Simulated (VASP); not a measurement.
**Ru: single point with PBEsol**

Crystal: Ru.

```xyz
2
Lattice="-2.3369 2.3369 1.3683 2.3369 -2.3369 1.3683 2.3369 2.3369 -1.3683" Properties=species:S:1:pos:R:3 pbc="T T T"
Ru    0.0000    0.0000    0.0000
Ru    0.0000    2.3369    0.6841
```

- Program: VASP 6.6.1
- Task: single point
- Functional: PBEsol
- Potentials or basis: VASP PAW PBE potentials, release 64 (Ru_pv)
- Cutoff: 520 eV
- k mesh: 18 × 18 × 18
- Occupations: gaussian, width 0.1 eV
- Spin: no spin polarisation
- Dipole correction: no
- Further INCAR settings: ALGO = Fast; EDIFF = 1e-06; NBANDS = 21

```
Pressure               : 0.2 GPa
Band gap on the k mesh : zero (band 14 reaches 12.12 eV, above the bottom of band 15 at 10.46 eV)
```

Stress tensor (GPa, compression positive):
```
 0.32  0.00  0.00
 0.00  0.32  0.00
 0.00  0.00 -0.05
```

Levels at points of the mesh, in eV from the Fermi level:
| k point | band 12 | band 13 | band 14 | band 15 | band 16 | band 17 |
| --- | --- | --- | --- | --- | --- | --- |
| (0.00, 0.00, 0.00) | -0.60 | -0.60 | -0.51 | -0.51 | 2.19 | 3.36 |
| (0.50, 0.00, 0.00) | -1.23 | -0.56 | 0.07 | 1.43 | 1.58 | 3.31 |
| (0.50, 0.50, 0.00) | -2.80 | -0.65 | -0.65 | 0.86 | 0.86 | 1.54 |
| (0.50, 0.50, 0.50) | -0.74 | -0.22 | -0.22 | -0.02 | -0.02 | 0.46 |

Run time: 2.1 min on 1 thread of Intel(R) Xeon(R) 6975P-C (Granite Rapids), on a shared host, peak memory 0.34 GiB.

Caveat: the PAW data sets were made with another functional, which shifts forces and pressure a little.
